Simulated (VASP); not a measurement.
Write the native input for VASP 6.6.1 that does the following.

- Task: single point
- Functional: PBE
- Potentials or basis: VASP PAW PBE potentials, release 64 (Cd_sv_GW, S)
- Cutoff: 630 eV
- k mesh: 7 × 7 × 5
- Occupations: gaussian, width 0.013 eV
- Spin: no spin polarisation
- Dipole correction: no
- Further INCAR settings: ALGO = Normal; EDIFF = 1e-06; NBANDS = 20

The structure of CdS lies in POSCAR:

```
CdS
1.0
    4.2611695877      0.0000000000      0.0000000000
   -2.1305847939      3.6902811128      0.0000000000
    0.0000000000      0.0000000000      5.8041729400
Cd S
1 1
Direct
    0.0000000000      0.0000000000      0.4426919200
    0.6666666667      0.3333333333      0.4343080800
```

The input as run:

INCAR

```
SYSTEM = CdS
  PREC = Accurate
  ENCUT = 630
  EDIFF = 1E-6
  ISMEAR = 0
  SIGMA = 0.013000000000000001
  LREAL = .FALSE.
  LASPH = .TRUE.
  NELM = 120
  ALGO = Normal
  ISIF = 2
  LWAVE = .FALSE.
  LCHARG = .TRUE.
  GGA = PE
  LELF = .TRUE.
  LVHAR = .TRUE.
  NBANDS = 20
  GGA_COMPAT = .FALSE.
```

KPOINTS

```
regular mesh
0
G
  7 7 5
  0 0 0
```

Potentials or basis: VASP PAW PBE potentials, release 64 (Cd_sv_GW, S).

The run is started by

```console
$ cat potpaw_PBE.64/Cd_sv_GW/POTCAR potpaw_PBE.64/S/POTCAR > POTCAR
$ mpirun -np 1 vasp_std > vasp.out
```

Results of the run:

The pressure is -0.3 GPa and the largest force is 0.005 eV/Å. The band gap on the k mesh is 1.46 eV.

It took 36 s on 1 thread of Intel(R) Xeon(R) 6975P-C (Granite Rapids) (shared host), peak memory 0.29 GiB.
